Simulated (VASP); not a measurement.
# In (Fd-3m) in VASP: a series of runs

Runs on In. Level: PBE. Tasks: single point, relaxation of cell and atoms.

Everything below comes from runs of VASP 6.6.1. Logs are shortened: lines on timing, memory, paths and dates and some standing lists are left out, and cuts for length are marked.

**1. The cell of the first run**

The structure is cubic, space group Fd-3m (No. 227). Conventional cell: a = 6.733 Å, b = 6.733 Å, c = 6.733 Å, α = 90.00°, β = 90.00°, γ = 90.00°. In (site symmetry -43m) has 4 In at 2.92 Å within 3.8 Å.

**2. Single point, PBE**

Input file INCAR:

```
SYSTEM = In
PREC = Accurate
ENCUT = 520
EDIFF = 1E-7
ISMEAR = -1
SIGMA = 0.05
LREAL = .FALSE.
LASPH = .TRUE.
NELM = 60
ALGO = Normal
ISIF = 2
LWAVE = .FALSE.
LCHARG = .FALSE.
GGA = PE
NBANDS = 20
```

Input file KPOINTS:

```
Automatic mesh
0
G
  11 11 11
  0 0 0
```

Input file POSCAR:

```
In
1.0
    0.0000000000      3.3665427978      3.3665427978
    3.3665427978      0.0000000000      3.3665427978
    3.3665427978      3.3665427978      0.0000000000
In
2
Direct
   -0.1250000000     -0.1250000000     -0.1250000000
    0.1250000000      0.1250000000      0.1250000000
```

Potentials or basis: VASP PAW PBE potentials, release 64 (In_d).

Run with:

```bash
> cat potpaw_PBE.64/In_d/POTCAR > POTCAR
> mpirun -np 1 vasp_std > vasp.out
```

OUTCAR:

```text
SYSTEM = In
   PREC = Accurate
   ENCUT = 520
   EDIFF = 1E-7
   ISMEAR = -1
   LREAL = .FALSE.
   LASPH = .TRUE.
   NELM = 60
   ISIF = 2
   GGA = PE

 ion  position               nearest neighbor table
   1  0.875  0.875  0.875-   2 2.92   2 2.92   2 2.92   2 2.92
   2  0.125  0.125  0.125-   1 2.92   1 2.92   1 2.92   1 2.92

  LATTYP: Found a face centered cubic cell.
 ALAT       =     6.7330855956

  Lattice vectors:

 A1 = (   0.0000000000,   3.3665427978,   3.3665427978)
 A2 = (   3.3665427978,   0.0000000000,   3.3665427978)
 A3 = (   3.3665427978,   3.3665427978,   0.0000000000)

Analysis of symmetry for initial positions (statically):
=====================================================================
 Subroutine PRICEL returns:
 Original cell was already a primitive cell.

 Routine SETGRP: Setting up the symmetry group for a
 face centered cubic supercell.

 Subroutine GETGRP returns: Found 48 space group operations
 (whereof 12 operations were pure point group operations)
 out of a pool of 48 trial point group operations.

The static configuration has the point symmetry D_3d.
 The point group associated with its full space group is O_h .

Analysis of symmetry for dynamics (positions and initial velocities):
=====================================================================
 Subroutine PRICEL returns:
 Original cell was already a primitive cell.

 Routine SETGRP: Setting up the symmetry group for a
 face centered cubic supercell.

 Subroutine GETGRP returns: Found 48 space group operations
 (whereof 12 operations were pure point group operations)
 out of a pool of 48 trial point group operations.

The dynamic configuration has the point symmetry D_3d.
 The point group associated with its full space group is O_h .

 Subroutine INISYM returns: Found 48 space group operations
 (whereof 12 operations are pure point group operations),
 and found     1 'primitive' translations

----------------------------------------------------------------------------------------

                                     Primitive cell

  volume of cell :      76.3102

  direct lattice vectors                    reciprocal lattice vectors
     0.000000000  3.366542798  3.366542798    -0.148520316  0.148520316  0.148520316
     3.366542798  0.000000000  3.366542798     0.148520316 -0.148520316  0.148520316
[... 80 lines left out ...]
   LNONCOLLINEAR =      F non collinear calculations
   LSORBIT =      F    spin-orbit coupling
   LASPH  =      T    aspherical Exc in radial PAW
   ENCUT  =  520.0 eV  38.22 Ry    6.18 a.u.   8.85  8.85  8.85*2*pi/ulx,y,z
   NELM   =     60;   NELMIN=  2; NELMDL= -5     # of ELM steps
   EDIFF  = 0.1E-06   stopping-criterion for ELM
   LREAL  =      F    real-space projection
   EDIFFG = 0.1E-05   stopping-criterion for IOM
   NSW    =      0    number of steps for IOM
   IBRION =     -1    ionic relax: 0-MD 1-quasi-New 2-CG
   NFREE  =      0    steps in history (QN), initial steepest desc. (CG)
   ISIF   =      2    stress and relaxation
   ISYM   =      2    0-nonsym 1-usesym 2-fastsym
   POTIM  = 0.5000    time-step for ionic-motion
   TEBEG  =    0.0;   TEEND  =   0.0 temperature during run
   PSTRESS=    0.0 pullay stress
   NELECT =      26.0000    total number of electrons
   NUPDOWN=      -1.0000    fix difference up-down
   EMIN   =  10.00;   EMAX   =-10.00  energy-range for DOS
   EFERMI =   0.00;   METHOD = LEGACY
   ISMEAR =    -1;   SIGMA  =   0.05  broadening in eV -4-tet -1-fermi 0-gaus
   EFERMI_NEDOS =   21; number of points for ismear=-14 and -15
   IALGO  =     38    algorithm
   IMIX   =      4    mixing-type and parameters
     AMIX     =   0.40;   BMIX     =  1.00
     AMIX_MAG =   1.60;   BMIX_MAG =  1.00
  volume/ion in A,a.u.               =      38.16       257.48
  Fermi-wavevector in a.u.,A,eV,Ry     =   1.143418  2.160747 17.788331  1.307405
  Thomas-Fermi vector in A             =   2.280114
   LORBIT       =      0    0 simple, 1 ext, 2 COOP (PROOUT), +10 PAW based schemes
   GGA     = PE    functional components
   LHFCALC =     F    Hartree Fock is set to
   AEXX    =    0.0000 exact exchange contribution
   IVDW    =     0    specifies the selected vdW correction
   LEPSILON=     F    determine dielectric tensor
   LRPA    =     F    only Hartree local field effects (RPA)
 non-spin polarized calculation
  energy-cutoff  :      520.00
  volume of cell :       76.31
 maximum number of plane-waves:      2085
   NGX = 17   NGY = 17   NGZ = 17

 number of electron      25.9999999 magnetization

 Free energy of the ion-electron system (eV)
  ---------------------------------------------------
  ext. energy  EPLUGINS =         0.00000000
  ---------------------------------------------------
  free energy    TOTEN  =        -4.45329003 eV

  energy without entropy =       -4.44038977  energy(sigma->0) =       -4.44683990

 E-fermi :   3.5965     XC(G=0):  -8.2823

 val. band max:        3.5946923273   @ k =   0.3636   0.1818   0.0909
 cond. band min:       3.6207453329   @ k =  -0.0909   0.0909   0.0000
 fundamental gap:      0.0260530056
 Fermi energy:         3.5965414835

 k-point     1 :       0.0000    0.0000    0.0000
  band No.  band energies     occupation
      1     -11.0094      2.00000
      2     -11.0094      2.00000
      3     -11.0094      2.00000
      4     -10.9482      2.00000
      5     -10.9482      2.00000
      6     -10.5640      2.00000
[... 541 lines left out ...]
     19      10.8485      0.00000
     20      12.1888      0.00000

 [... further k-points ...]

------------------------ aborting loop because EDIFF is reached ----------------------------------------

  FORCE on cell =-STRESS in cart. coord.  units (eV):
  Direction    XX          YY          ZZ          XY          YZ          ZX
  --------------------------------------------------------------------------------------
  -------------------------------------------------------------------------------------
  Total        0.0028340      0.0028340      0.0028340      0.0000000     -0.0000000     -0.0000000
  in kB        0.0595006      0.0595006      0.0595006      0.0000000     -0.0000000     -0.0000000
  external PRESSURE =       0.0595006 kB  Pullay stress =       0.0000000 kB

 VOLUME and BASIS-vectors are now :
 -----------------------------------------------------------------------------
  energy-cutoff  :      520.00
  volume of cell :       76.31
      direct lattice vectors                 reciprocal lattice vectors
     0.000000000  3.366542798  3.366542798    -0.148520316  0.148520316  0.148520316
     3.366542798  0.000000000  3.366542798     0.148520316 -0.148520316  0.148520316
     3.366542798  3.366542798  0.000000000     0.148520316  0.148520316 -0.148520316

 POSITION                                       TOTAL-FORCE (eV/Angst)
 -----------------------------------------------------------------------------------
      5.89145      5.89145      5.89145        -0.000000     -0.000000     -0.000000
      0.84164      0.84164      0.84164         0.000000      0.000000      0.000000
 -----------------------------------------------------------------------------------
    total drift:                                0.000000      0.000000      0.000000

  FREE ENERGIE OF THE ION-ELECTRON SYSTEM (eV)
  ---------------------------------------------------
  free  energy   TOTEN  =        -4.4532900312 eV

  energy  without entropy=       -4.4403897684  energy(sigma->0) =       -4.44683990
```

OSZICAR:

```text
N       E                     dE             d eps       ncg     rms          rms(c)
DAV:   1     0.211283861729E+03    0.21128E+03   -0.12846E+04  2240   0.157E+03
DAV:   2     0.122647778153E+02   -0.19902E+03   -0.19551E+03  2244   0.363E+02
DAV:   3    -0.390836903190E+01   -0.16173E+02   -0.16089E+02  2600   0.120E+02
DAV:   4    -0.444326609616E+01   -0.53490E+00   -0.53467E+00  2588   0.256E+01
DAV:   5    -0.447406738200E+01   -0.30801E-01   -0.30800E-01  3512   0.504E+00    0.323E+00
DAV:   6    -0.445284346070E+01    0.21224E-01   -0.63791E-02  3052   0.395E+00    0.150E+00
DAV:   7    -0.445247571936E+01    0.36774E-03   -0.19362E-02  3052   0.200E+00    0.361E-01
DAV:   8    -0.445323292281E+01   -0.75720E-03   -0.20467E-03  2956   0.421E-01    0.537E-02
DAV:   9    -0.445327124748E+01   -0.38325E-04   -0.49395E-05  3144   0.522E-02    0.203E-02
DAV:  10    -0.445328816084E+01   -0.16913E-04   -0.34648E-05  2416   0.519E-02    0.101E-02
DAV:  11    -0.445328950131E+01   -0.13405E-05   -0.89737E-07  2508   0.722E-03    0.581E-03
DAV:  12    -0.445328988434E+01   -0.38303E-06   -0.75624E-07  1960   0.422E-03    0.685E-04
DAV:  13    -0.445329002880E+01   -0.14447E-06   -0.21541E-08  1688   0.192E-03    0.190E-04
DAV:  14    -0.445329003118E+01   -0.23756E-08   -0.64312E-09  1388   0.102E-03
   1 F= -.44532900E+01 E0= -.44468399E+01  d E =-.129003E-01
```

stdout:

```text
POSCAR found type information on POSCAR In
 POSCAR found :  1 types and       2 ions
 scaLAPACK will be used
 LDA part: xc-table for (Slater+PW92), standard interpolation
 POSCAR, INCAR and KPOINTS ok, starting setup
 FFT: planning ... GRIDC
 FFT: planning ... GRID_SOFT
 FFT: planning ... GRID
 WAVECAR not read
 entering main loop
```

Wall time 27 s (1 thread of Intel Xeon 6975P-C (Granite Rapids), shared host); peak memory 0.23 GiB.

What came out:

```yaml
Free_energy: -4.4533 eV
Pressure: 0.0 GPa
Band_gap_on_the_k_mesh: zero (band 13 reaches 5.85 eV, above the bottom of band 14 at 2.83 eV)
```

Levels at points of the mesh, in eV from the Fermi level:
```csv
k point,band 9,band 10,band 11,band 12,band 13,band 14,band 15,band 16,band 17,band 18
"(0.00, 0.00, 0.00)",-14.12,-14.12,-7.82,1.92,2.25,2.25,2.25,3.92,3.92,3.92
```

Caveat: spin-orbit coupling is left out, which moves the levels of the heavy elements.

**3. Single point, PBE**

Input file INCAR:

```
PREC = Accurate ; ENCUT = 520
EDIFF = 1E-6 ; ISMEAR = -1
SIGMA = 0.05 ; LREAL = F
LASPH = T ; NELM = 100
ALGO = Normal ; ISIF = 2
LWAVE = F ; LCHARG = T
GGA = PE ; LELF = T
LVHAR = T ; NBANDS = 20
```

Input file KPOINTS:

```
regular mesh
0
Gamma
  11 11 11
```

POSCAR is that of step 2.

Potentials or basis: VASP PAW PBE potentials, release 64 (In_d).

Run with:

```bash
> cat potpaw_PBE.64/In_d/POTCAR > POTCAR
> mpirun -np 1 vasp_std > vasp.out
```

OUTCAR:

```text
PREC = Accurate
   ENCUT = 520
   EDIFF = 1E-6
   ISMEAR = -1
   LREAL = F
   LASPH = T
   NELM = 100
   ISIF = 2
   GGA = PE

 ion  position               nearest neighbor table
   1  0.875  0.875  0.875-   2 2.92   2 2.92   2 2.92   2 2.92
   2  0.125  0.125  0.125-   1 2.92   1 2.92   1 2.92   1 2.92

  LATTYP: Found a face centered cubic cell.
 ALAT       =     6.7330855956

  Lattice vectors:

 A1 = (   0.0000000000,   3.3665427978,   3.3665427978)
 A2 = (   3.3665427978,   0.0000000000,   3.3665427978)
 A3 = (   3.3665427978,   3.3665427978,   0.0000000000)

Analysis of symmetry for initial positions (statically):
=====================================================================
 Subroutine PRICEL returns:
 Original cell was already a primitive cell.

 Routine SETGRP: Setting up the symmetry group for a
 face centered cubic supercell.

 Subroutine GETGRP returns: Found 48 space group operations
 (whereof 12 operations were pure point group operations)
 out of a pool of 48 trial point group operations.

[... 149 lines left out ...]
  volume of cell :       76.31
 maximum number of plane-waves:      2085
   NGX = 17   NGY = 17   NGZ = 17

 number of electron      25.9999999 magnetization

 Free energy of the ion-electron system (eV)
  ---------------------------------------------------
  ext. energy  EPLUGINS =         0.00000000
  ---------------------------------------------------
  free energy    TOTEN  =        -4.45328989 eV

  energy without entropy =       -4.44038961  energy(sigma->0) =       -4.44683975

 E-fermi :   3.5965     XC(G=0):  -8.2823

 val. band max:        3.5946844973   @ k =   0.3636   0.1818   0.0909
 cond. band min:       3.6207312132   @ k =  -0.0909   0.0909   0.0000
 fundamental gap:      0.0260467159
 Fermi energy:         3.5965334354

 k-point     1 :       0.0000    0.0000    0.0000
  band No.  band energies     occupation
      1     -11.0094      2.00000
      2     -11.0094      2.00000
      3     -11.0094      2.00000
      4     -10.9482      2.00000
      5     -10.9482      2.00000
      6     -10.5640      2.00000
[... 541 lines left out ...]
     19      10.8485      0.00000
     20      12.1888      0.00000

 [... further k-points ...]
[... 5 lines left out ...]
  --------------------------------------------------------------------------------------
  -------------------------------------------------------------------------------------
  Total        0.0054084      0.0054084      0.0054084      0.0000000      0.0000000      0.0000000
  in kB        0.1135529      0.1135529      0.1135529      0.0000000      0.0000000      0.0000000
  external PRESSURE =       0.1135529 kB  Pullay stress =       0.0000000 kB

 VOLUME and BASIS-vectors are now :
 -----------------------------------------------------------------------------
  energy-cutoff  :      520.00
  volume of cell :       76.31
      direct lattice vectors                 reciprocal lattice vectors
     0.000000000  3.366542798  3.366542798    -0.148520316  0.148520316  0.148520316
     3.366542798  0.000000000  3.366542798     0.148520316 -0.148520316  0.148520316
     3.366542798  3.366542798  0.000000000     0.148520316  0.148520316 -0.148520316

 POSITION                                       TOTAL-FORCE (eV/Angst)
 -----------------------------------------------------------------------------------
      5.89145      5.89145      5.89145        -0.000000     -0.000000     -0.000000
      0.84164      0.84164      0.84164         0.000000      0.000000      0.000000
 -----------------------------------------------------------------------------------
    total drift:                                0.000000      0.000000      0.000000

  FREE ENERGIE OF THE ION-ELECTRON SYSTEM (eV)
  ---------------------------------------------------
  free  energy   TOTEN  =        -4.4532898851 eV

  energy  without entropy=       -4.4403896083  energy(sigma->0) =       -4.44683975
```

OSZICAR:

```text
N       E                     dE             d eps       ncg     rms          rms(c)
DAV:   1     0.211283861729E+03    0.21128E+03   -0.12846E+04  2240   0.157E+03
DAV:   2     0.122647778153E+02   -0.19902E+03   -0.19551E+03  2244   0.363E+02
DAV:   3    -0.390836903190E+01   -0.16173E+02   -0.16089E+02  2600   0.120E+02
DAV:   4    -0.444326609616E+01   -0.53490E+00   -0.53467E+00  2588   0.256E+01
DAV:   5    -0.447406738200E+01   -0.30801E-01   -0.30800E-01  3512   0.504E+00    0.323E+00
DAV:   6    -0.445284346070E+01    0.21224E-01   -0.63791E-02  3052   0.395E+00    0.150E+00
DAV:   7    -0.445247571936E+01    0.36774E-03   -0.19362E-02  3052   0.200E+00    0.361E-01
DAV:   8    -0.445323292281E+01   -0.75720E-03   -0.20467E-03  2956   0.421E-01    0.537E-02
DAV:   9    -0.445327124748E+01   -0.38325E-04   -0.49395E-05  3144   0.522E-02    0.203E-02
DAV:  10    -0.445328816084E+01   -0.16913E-04   -0.34648E-05  2416   0.519E-02    0.101E-02
DAV:  11    -0.445328949616E+01   -0.13353E-05   -0.84667E-07  2228   0.722E-03    0.548E-03
DAV:  12    -0.445328988509E+01   -0.38893E-06   -0.76119E-07  1936   0.428E-03
   1 F= -.44532899E+01 E0= -.44468397E+01  d E =-.129003E-01
```

Run time: 30 s. Hardware: 1 thread of Intel Xeon 6975P-C (Granite Rapids), shared host; peak memory 0.23 GiB.

What came out:

* Free energy: -4.4533 eV
* Pressure: 0.0 GPa
* Band gap on the k mesh: zero (band 13 reaches 5.85 eV, above the bottom of band 14 at 2.83 eV)

Levels at points of the mesh, in eV from the Fermi level:
```
           k point  band 9  band 10  band 11  band 12  band 13  band 14  band 15  band 16  band 17  band 18
(0.00, 0.00, 0.00)  -14.12   -14.12    -7.82     1.92     2.25     2.25     2.25     3.92     3.92     3.92
```

Caveat: spin-orbit coupling is left out, which moves the levels of the heavy elements.

**4. Relaxation of cell and atoms, PBE**

This run uses another cell than the first one, of 34.39 Å³/atom, 0.901 times its volume.

Input file INCAR:

```
SYSTEM = In
PREC     = Accurate       ! precision mode
ENCUT    = 600            ! plane-wave cutoff, eV
EDIFF    = 1E-7           ! SCF threshold, eV
ISMEAR   = -1             ! smearing method
SIGMA    = 0.05           ! smearing width, eV
LREAL    = .FALSE.        ! projectors in reciprocal space
LASPH    = .TRUE.         ! aspherical terms in the spheres
NELM     = 80             ! most SCF steps
ALGO     = Normal         ! electronic algorithm
ISIF     = 3              ! what is computed and relaxed
LWAVE    = .FALSE.        ! write WAVECAR
LCHARG   = .FALSE.        ! write CHGCAR
GGA      = PE             ! functional
IBRION   = 2              ! ionic algorithm
NSW      = 60             ! ionic steps
EDIFFG   = -0.005         ! ionic threshold
```

Input file KPOINTS:

```
Automatic mesh
0
G
  11 11 11
  0 0 0
```

Input file POSCAR:

```
In
1.0
    0.0000000000      3.2520696876      3.2520696876
    3.2520696876      0.0000000000      3.2520696876
    3.2520696876      3.2520696876      0.0000000000
In
2
Direct
   -0.1250000000     -0.1250000000     -0.1250000000
    0.1250000000      0.1250000000      0.1250000000
```

Run with:

```bash
> cat potpaw_PBE.64/In_d/POTCAR > POTCAR
> mpirun -np 1 vasp_std > vasp.out
```

Run time: 3.3 min. Hardware: 1 thread of AMD EPYC 7R13, shared host; peak memory 0.28 GiB.

Results (log left out):

- Free energy: -4.4521 eV
- Relaxed volume: 38.18 Å³/atom
- Relaxed cell: a = 4.762 Å, b = 4.762 Å, c = 4.762 Å, α = 60.00°, β = 60.00°, γ = 60.00°
- Space group after relaxing (to 0.05 Å): Fd-3m (No. 227)
- Energy gained by relaxing: 31.8 meV/atom
- Ionic steps: 3
- Pressure after relaxing: 0.0 GPa
- Band gap on the k mesh: zero (band 13 reaches 5.84 eV, above the bottom of band 14 at 2.83 eV)

Step by step:
| step | energy change (eV) | largest force (eV/Å) | pressure (GPa) | volume (Å³) |
| --- | --- | --- | --- | --- |
| 1 | 0.0000 | 0.0000 | 2.97 | 68.79 |
| 2 | -0.0627 | 0.0000 | 0.30 | 75.34 |
| 3 | -0.0636 | 0.0000 | 0.00 | 76.36 |

Final structure:
```
In
1.0
     0.00000    3.36724    3.36724
     3.36724    0.00000    3.36724
     3.36724    3.36724    0.00000
In
2
Direct
  0.87500 0.87500 0.87500
  0.12500 0.12500 0.12500
```

Levels at points of the mesh, in eV from the Fermi level:
| k point | band 10 | band 11 | band 12 | band 13 | band 14 | band 15 | band 16 | band 17 |
| --- | --- | --- | --- | --- | --- | --- | --- | --- |
| (0.00, 0.00, 0.00) | -14.12 | -7.82 | 1.92 | 2.25 | 2.25 | 2.25 | 3.92 | 3.92 |

Caveat: spin-orbit coupling is left out, which moves the levels of the heavy elements.

(Continued in part 2 of 2.)
